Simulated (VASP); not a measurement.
Input of a VASP 6.6.1 run:

File INCAR:

```
ALGO = Normal
EDIFF = 1E-6
ENCUT = 520
GGA = PE
ISIF = 2
ISMEAR = -1
LASPH = True
LCHARG = False
LREAL = False
LWAVE = False
NBANDS = 24
NELM = 100
PREC = Accurate
SIGMA = 0.06122561905347299
```

The input KPOINTS:

```
k-points
0
Gamma
  13 13 13
```

The input POSCAR:

```
InO3
1.0
    4.1842631586      0.0000000000      0.0000000000
    0.0000000000      4.1842631586      0.0000000000
    0.0000000000      0.0000000000      4.1842631586
In O
1 3
Direct
    0.0000000000      0.0000000000      0.0000000000
    0.5000000000      0.0000000000      0.0000000000
    0.0000000000      0.5000000000      0.0000000000
    0.0000000000      0.0000000000      0.5000000000
```

Potentials or basis: VASP PAW PBE potentials, release 64 (In_d, O).

Command:

```sh
$ cat potpaw_PBE.64/In_d/POTCAR potpaw_PBE.64/O/POTCAR > POTCAR
$ mpirun -np 1 vasp_std > vasp.out
```

What does it give for the pressure?

1.6 GPa.

Caveat: an odd number of electrons without spin polarisation forces a metal; a magnetic or distorted state may lie lower.
